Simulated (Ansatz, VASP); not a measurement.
One calculation of Zn, two programs

```xyz
1
Lattice="0.0000 1.9536 1.9536 1.9536 0.0000 1.9536 1.9536 1.9536 0.0000" Properties=species:S:1:pos:R:3 pbc="T T T"
Zn    0.0000    0.0000    0.0000
```

Alike in both runs: task single point; functional PBE; k mesh 8 × 8 × 8; occupations gaussian, width 0.1 eV; no spin polarisation.

|  | VASP | Ansatz |
| --- | --- | --- |
| version | VASP 6.6.1 | Ansatz 0.2.0 |
| potentials or method | VASP PAW PBE potentials, release 64 (Zn), cutoff 500 eV | scalar-relativistic, plane waves, PAW |
| valence electrons in the cell | 12 | 12 |

|  | VASP | Ansatz | Ansatz less VASP |
| --- | --- | --- | --- |
| gap on the k mesh at the Fermi level (eV) | none | none | - |
| pressure (GPa) | 1.9 | 1.5 | -0.42 |

A gap of «none» marks a metal or a gap that the smearing closes.
